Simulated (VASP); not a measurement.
# CoO (P3m1) in VASP: single point with PBE+U

Aim: the single point of CoO with PBE+U.

All numbers are computed with VASP 6.6.1; they aren't measurements. Logs are shortened: lines on timing, memory, paths and dates and some standing lists are left out, and cuts for length are marked.

## (1) The cell of the first run

The typed cell holds 4 atoms: a = 3.198 Å, b = 3.198 Å, c = 5.229 Å, α = 90.00°, β = 90.00°, γ = 120.00°.

## (2) Single point, PBE+U, collinear spin, antiferromagnetic start

File INCAR:

```
  PREC = Accurate
  ENCUT = 520
  EDIFF = 1E-7
  ISMEAR = 0
  SIGMA = 0.02
  LREAL = False
  LASPH = True
  NELM = 150
  ALGO = Normal
  ISIF = 2
  LWAVE = False
  LCHARG = False
  ISPIN = 2
  MAGMOM = 3 -3 0 0
  LORBIT = 11
  LMAXMIX = 4
  LDAU = True
  LDAUTYPE = 2
  LDAUL = 2 -1
  LDAUU = 3.32 0
  LDAUJ = 0 0
  LDAUPRINT = 1
  GGA = PE
  NBANDS = 27
```

File KPOINTS:

```
regular mesh
0
Gamma
  12 12 8
```

File POSCAR:

```
CoO
1.0
    3.1976457435      0.0000000000      0.0000000000
   -1.5988228718      2.7692424462      0.0000000000
    0.0000000000      0.0000000000      5.2287097100
Co O
2 2
Direct
    0.0000000000      0.0000000000      0.0034741400
    0.3333333333      0.6666666667      0.5033624100
    0.0000000000      0.0000000000      0.3716088500
    0.3333333333      0.6666666667      0.8715556000
```

Potentials or basis: VASP PAW PBE potentials, release 64 (Co, O).

Launch:

```
> cat potpaw_PBE.64/Co/POTCAR potpaw_PBE.64/O/POTCAR > POTCAR
> mpirun -np 1 vasp_std > vasp.out
```

OUTCAR:

```text
PREC = Accurate
   ENCUT = 520
   EDIFF = 1E-7
   ISMEAR = 0
   LREAL = False
   LASPH = True
   NELM = 150
   ISIF = 2
   ISPIN = 2
   LORBIT = 11
   GGA = PE

 ion  position               nearest neighbor table
   1  0.000  0.000  0.003-   3 1.92   4 1.97   4 1.97   4 1.97
   2  0.333  0.667  0.503-   4 1.93   3 1.97   3 1.97   3 1.97
   3  0.000  0.000  0.372-   1 1.92   2 1.97   2 1.97   2 1.97
   4  0.333  0.667  0.872-   2 1.93   1 1.97   1 1.97   1 1.97

  LATTYP: Found a hexagonal cell.
 ALAT       =     3.1976457435
 C/A-ratio  =     1.6351747909

  Lattice vectors:

 A1 = (   3.1976457435,   0.0000000000,   0.0000000000)
 A2 = (  -1.5988228718,   2.7692424462,   0.0000000000)
 A3 = (   0.0000000000,   0.0000000000,   5.2287097100)

Analysis of symmetry for initial positions (statically):
=====================================================================
 Subroutine PRICEL returns:
 Original cell was already a primitive cell.

 Routine SETGRP: Setting up the symmetry group for a
 hexagonal supercell.

 Subroutine GETGRP returns: Found  6 space group operations
 (whereof  6 operations were pure point group operations)
 out of a pool of 24 trial point group operations.

The static configuration has the point symmetry C_3v.

Analysis of symmetry for dynamics (positions and initial velocities):
=====================================================================
 Subroutine PRICEL returns:
 Original cell was already a primitive cell.

 Routine SETGRP: Setting up the symmetry group for a
 hexagonal supercell.

 Subroutine GETGRP returns: Found  6 space group operations
 (whereof  6 operations were pure point group operations)
 out of a pool of 24 trial point group operations.

The dynamic configuration has the point symmetry C_3v.

Analysis of structural, dynamic, and magnetic symmetry:
=====================================================================
 Subroutine PRICEL returns:
 Original cell was already a primitive cell.

 Routine SETGRP: Setting up the symmetry group for a
 hexagonal supercell.

 Subroutine GETGRP returns: Found  6 space group operations
 (whereof  6 operations were pure point group operations)
 out of a pool of 24 trial point group operations.

The overall configuration has the point symmetry C_3v.

 Subroutine INISYM returns: Found  6 space group operations
 (whereof  6 operations are pure point group operations),
 and found     1 'primitive' translations

----------------------------------------------------------------------------------------

                                     Primitive cell

  volume of cell :      46.3005

  direct lattice vectors                    reciprocal lattice vectors
     3.197645743  0.000000000  0.000000000     0.312730077  0.180554794  0.000000000
    -1.598822872  2.769242446  0.000000000     0.000000000  0.361109588  0.000000000
     0.000000000  0.000000000  5.228709710     0.000000000  0.000000000  0.191251773

  length of vectors
     3.197645743  3.197645744  5.228709710     0.361109588  0.361109588  0.191251773

  position of ions in fractional coordinates (direct lattice)
     0.000000000  0.000000000  0.003474140
     0.333333333  0.666666667  0.503362410
[... 142 lines left out ...]
 -0.3992 -0.0000 -0.0000  0.6539  0.0000
 -0.0000 -0.3992  0.0000  0.0000  0.4342

 occupancies and eigenvectors

  o =  0.1300  v =  0.0000  0.0000  0.0000  0.0000  0.0000  0.6794  0.3152 -0.0000  0.5177  0.4136      0.0000  0.0000  0.0000  0.0000  0.0000  0.0000  0.0000  0.0000  0.0000  0.0000
  o =  0.1300  v =  0.0000  0.0000  0.0000  0.0000  0.0000 -0.4136  0.5177  0.0000 -0.3152  0.6794      0.0000  0.0000  0.0000  0.0000  0.0000  0.0000  0.0000  0.0000  0.0000  0.0000
  o =  0.1488  v =  0.0000  0.0000  0.0000  0.0000  0.0000  0.0000  0.0000  1.0000  0.0000  0.0000      0.0000  0.0000  0.0000  0.0000  0.0000  0.0000  0.0000  0.0000  0.0000  0.0000
  o =  0.9581  v =  0.0000  0.0000  0.0000  0.0000  0.0000 -0.5177  0.4137 -0.0000  0.6793 -0.3153      0.0000  0.0000  0.0000  0.0000  0.0000  0.0000  0.0000  0.0000  0.0000  0.0000
  o =  0.9581  v =  0.0000  0.0000  0.0000  0.0000  0.0000  0.3153  0.6793  0.0000 -0.4137 -0.5177      0.0000  0.0000  0.0000  0.0000  0.0000  0.0000  0.0000  0.0000  0.0000  0.0000
  o =  0.9666  v =  0.4554 -0.4401 -0.0000 -0.7225  0.2773  0.0000  0.0000  0.0000  0.0000  0.0000      0.0000  0.0000  0.0000  0.0000  0.0000  0.0000  0.0000  0.0000  0.0000  0.0000
  o =  0.9666  v =  0.2773  0.7225 -0.0000 -0.4401 -0.4554  0.0000  0.0000  0.0000  0.0000  0.0000      0.0000  0.0000  0.0000  0.0000  0.0000  0.0000  0.0000  0.0000  0.0000  0.0000
  o =  0.9855  v =  0.0000  0.0000 -1.0000  0.0000  0.0000  0.0000  0.0000  0.0000  0.0000  0.0000      0.0000  0.0000  0.0000  0.0000  0.0000  0.0000  0.0000  0.0000  0.0000  0.0000
  o =  0.9872  v =  0.7225  0.2774  0.0000  0.4553  0.4401  0.0000  0.0000  0.0000  0.0000  0.0000      0.0000  0.0000  0.0000  0.0000  0.0000  0.0000  0.0000  0.0000  0.0000  0.0000
  o =  0.9872  v = -0.4401  0.4553 -0.0000 -0.2774  0.7225  0.0000  0.0000  0.0000  0.0000  0.0000      0.0000  0.0000  0.0000  0.0000  0.0000  0.0000  0.0000  0.0000  0.0000  0.0000

atom =   2  type =  1  l = 2

 onsite density matrix

spin component  1

  0.4340  0.0000  0.0000  0.3992 -0.0000
  0.0000  0.6541  0.0000 -0.0000  0.3992
  0.0000  0.0000  0.1488  0.0000  0.0000
  0.3992 -0.0000  0.0000  0.6541 -0.0000
 -0.0000  0.3992  0.0000 -0.0000  0.4340

spin component  2

  0.9814 -0.0000  0.0000 -0.0093  0.0000
 -0.0000  0.9724 -0.0000 -0.0000 -0.0093
  0.0000 -0.0000  0.9855 -0.0000  0.0000
 -0.0093 -0.0000 -0.0000  0.9724  0.0000
  0.0000 -0.0093  0.0000  0.0000  0.9814

 occupancies and eigenvectors

  o =  0.1300  v =  0.6794 -0.3152 -0.0000 -0.5175  0.4138  0.0000  0.0000  0.0000  0.0000  0.0000      0.0000  0.0000  0.0000  0.0000  0.0000  0.0000  0.0000  0.0000  0.0000  0.0000
  o =  0.1300  v = -0.4138 -0.5175  0.0000  0.3152  0.6794  0.0000  0.0000  0.0000  0.0000  0.0000      0.0000  0.0000  0.0000  0.0000  0.0000  0.0000  0.0000  0.0000  0.0000  0.0000
  o =  0.1488  v =  0.0000 -0.0000  1.0000 -0.0000  0.0000  0.0000  0.0000  0.0000  0.0000  0.0000      0.0000  0.0000  0.0000  0.0000  0.0000  0.0000  0.0000  0.0000  0.0000  0.0000
  o =  0.9581  v = -0.5175 -0.4138 -0.0000 -0.6794 -0.3152  0.0000  0.0000  0.0000  0.0000  0.0000      0.0000  0.0000  0.0000  0.0000  0.0000  0.0000  0.0000  0.0000  0.0000  0.0000
  o =  0.9581  v =  0.3152 -0.6794  0.0000  0.4138 -0.5175  0.0000  0.0000  0.0000  0.0000  0.0000      0.0000  0.0000  0.0000  0.0000  0.0000  0.0000  0.0000  0.0000  0.0000  0.0000
  o =  0.9666  v =  0.0000  0.0000  0.0000  0.0000  0.0000  0.4548  0.4403 -0.0000  0.7229  0.2770      0.0000  0.0000  0.0000  0.0000  0.0000  0.0000  0.0000  0.0000  0.0000  0.0000
  o =  0.9666  v =  0.0000  0.0000  0.0000  0.0000  0.0000  0.2770 -0.7229 -0.0000  0.4403 -0.4548      0.0000  0.0000  0.0000  0.0000  0.0000  0.0000  0.0000  0.0000  0.0000  0.0000
  o =  0.9855  v =  0.0000  0.0000  0.0000  0.0000  0.0000  0.0000 -0.0000 -1.0000 -0.0000  0.0000      0.0000  0.0000  0.0000  0.0000  0.0000  0.0000  0.0000  0.0000  0.0000  0.0000
  o =  0.9872  v =  0.0000  0.0000  0.0000  0.0000  0.0000  0.7229 -0.2770  0.0000 -0.4548  0.4403      0.0000  0.0000  0.0000  0.0000  0.0000  0.0000  0.0000  0.0000  0.0000  0.0000
  o =  0.9872  v =  0.0000  0.0000  0.0000  0.0000  0.0000 -0.4403 -0.4548 -0.0000  0.2770  0.7229      0.0000  0.0000  0.0000  0.0000  0.0000  0.0000  0.0000  0.0000  0.0000  0.0000

 number of electron      30.0000008 magnetization       0.0000007

 Free energy of the ion-electron system (eV)
  ---------------------------------------------------
  ext. energy  EPLUGINS =         0.00000000
  ---------------------------------------------------
  free energy    TOTEN  =       -24.37140270 eV

  energy without entropy =      -24.37140270  energy(sigma->0) =      -24.37140270

 E-fermi :   5.4749     XC(G=0): -11.0303

 val. band max:        5.2967283451   @ k =   0.0000   0.0000   0.5000
 cond. band min:       6.5081605179   @ k =   0.0000   0.0000   0.0000
 fundamental gap:      1.2114321729
 Fermi energy:         5.4748778011

 spin component 1

 k-point     1 :       0.0000    0.0000    0.0000
  band No.  band energies     occupation
      1     -13.4185      1.00000
      2     -12.7478      1.00000
      3      -0.6871      1.00000
      4      -0.5840      1.00000
      5      -0.5840      1.00000
      6      -0.1045      1.00000
[... 1433 lines left out ...]
     26      21.1429      0.00000
     27      21.6627      0.00000

 [... further k-points ...]

------------------------ aborting loop because EDIFF is reached ----------------------------------------

  FORCE on cell =-STRESS in cart. coord.  units (eV):
  Direction    XX          YY          ZZ          XY          YZ          ZX
  --------------------------------------------------------------------------------------
  -------------------------------------------------------------------------------------
  Total        2.1552568      2.1552568      2.2492039     -0.0000000      0.0000000     -0.0000000
  in kB       74.5802357     74.5802357     77.8311671     -0.0000000      0.0000000     -0.0000000
  external PRESSURE =      75.6638795 kB  Pullay stress =       0.0000000 kB

 VOLUME and BASIS-vectors are now :
 -----------------------------------------------------------------------------
  energy-cutoff  :      520.00
  volume of cell :       46.30
      direct lattice vectors                 reciprocal lattice vectors
     3.197645743  0.000000000  0.000000000     0.312730077  0.180554794  0.000000000
    -1.598822872  2.769242446  0.000000000     0.000000000  0.361109588  0.000000000
     0.000000000  0.000000000  5.228709710     0.000000000  0.000000000  0.191251773

 POSITION                                       TOTAL-FORCE (eV/Angst)
 -----------------------------------------------------------------------------------
      0.00000      0.00000      0.01817        -0.000000     -0.000000     -0.139478
     -0.00000      1.84616      2.63194        -0.000000     -0.000000     -0.129736
      0.00000      0.00000      1.94303         0.000000     -0.000000      0.133636
     -0.00000      1.84616      4.55711        -0.000000      0.000000      0.135578
 -----------------------------------------------------------------------------------
    total drift:                               -0.000000     -0.000001     -0.001003

  FREE ENERGIE OF THE ION-ELECTRON SYSTEM (eV)
  ---------------------------------------------------
  free  energy   TOTEN  =       -24.3714027038 eV

  energy  without entropy=      -24.3714027038  energy(sigma->0) =      -24.37140270

 total charge

# of ion       s       p       d       tot
------------------------------------------
    1        0.358   0.448   7.191   7.997
    2        0.358   0.448   7.191   7.997
    3        1.547   3.487   0.000   5.034
    4        1.547   3.487   0.000   5.034
--------------------------------------------------
tot          3.810   7.869  14.382  26.061

 magnetization (x)

# of ion       s       p       d       tot
------------------------------------------
    1        0.014   0.044   2.566   2.624
    2       -0.014  -0.044  -2.566  -2.624
    3       -0.008  -0.084   0.000  -0.092
    4        0.008   0.084   0.000   0.092
--------------------------------------------------
tot         -0.000   0.000  -0.000  -0.000
```

Wall time 2.8 min (1 thread of Intel Xeon Platinum 8488C (Sapphire Rapids), shared host); peak memory 0.34 GiB.

What came out:

- Free energy: -24.3714 eV
- Pressure: 7.6 GPa
- Largest force: 0.139 eV/Å
- Band gap on the k mesh: 1.21 eV (least direct gap 1.31 eV)
- Net moment: 0.00 μB per cell
- Site moments: Co +2.62, -2.62; O -0.09, +0.09 μB
- Valence electrons inside the program's atomic spheres: Co 8.00; O 5.03

Forces in eV/Å, atoms in the order of the input:
```
Co   0.000  0.000 -0.139
Co   0.000  0.000 -0.130
O    0.000  0.000  0.134
O    0.000  0.000  0.136
```

Stress tensor (GPa, compression positive):
```
7.46 0.00 0.00
0.00 7.46 0.00
0.00 0.00 7.78
```

Eigenvalues of the final occupation matrices:
```csv
site,spin,trace,eigenvalues
site 1 d,1,4.89,0.97 0.97 0.99 0.99 0.99
site 1 d,2,2.33,0.13 0.13 0.15 0.96 0.96
site 2 d,1,2.33,0.13 0.13 0.15 0.96 0.96
site 2 d,2,4.89,0.97 0.97 0.99 0.99 0.99
```

Caveat: the cell stands under pressure. The state reached can hang on the start; a lower one may exist.
